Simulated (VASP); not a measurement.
Crystal: Pt.

```
Pt
1.0
     2.71653    0.00000    0.00000
    -1.35827    2.35259    0.00000
     0.00000    0.00000    4.65480
Pt
2
Direct
  0.33333 0.66667 0.25000
  0.66667 0.33333 0.75000
```

Base run:

* Program: VASP 6.6.1
* Functional: r2SCAN
* Potentials or basis: VASP PAW PBE potentials, release 64 (Pt_sv_GW)
* Cutoff: 550 eV
* k mesh: 8 × 8 × 5
* Occupations: fermi-dirac, width 0.05 eV
* Spin: no spin polarisation

Its results: band gap on the k mesh zero (band 18 reaches 11.25 eV, above the bottom of band 19 at 9.92 eV); pressure 7.9 GPa.

Question: The run is repeated on the same cell with these changes: potentials or basis from VASP PAW PBE potentials, release 64 (Pt_sv_GW) to VASP PAW PBE potentials, release 64 (Pt); cutoff from 550 eV to 520 eV; further incar settings from ALGO = Normal; EDIFF = 1e-06; NBANDS = 25 to ALGO = Normal; EDIFF = 1e-07; NBANDS = 17; valence electrons from 36 to 20. What comes out?

Answer: Band gap on the k mesh zero (band 10 reaches 11.79 eV, above the bottom of band 11 at 10.47 eV); pressure 10.9 GPa.

Caveats: the PAW data sets were made with another functional, which shifts forces and pressure a little; spin-orbit coupling is left out, which moves the levels of the heavy elements.
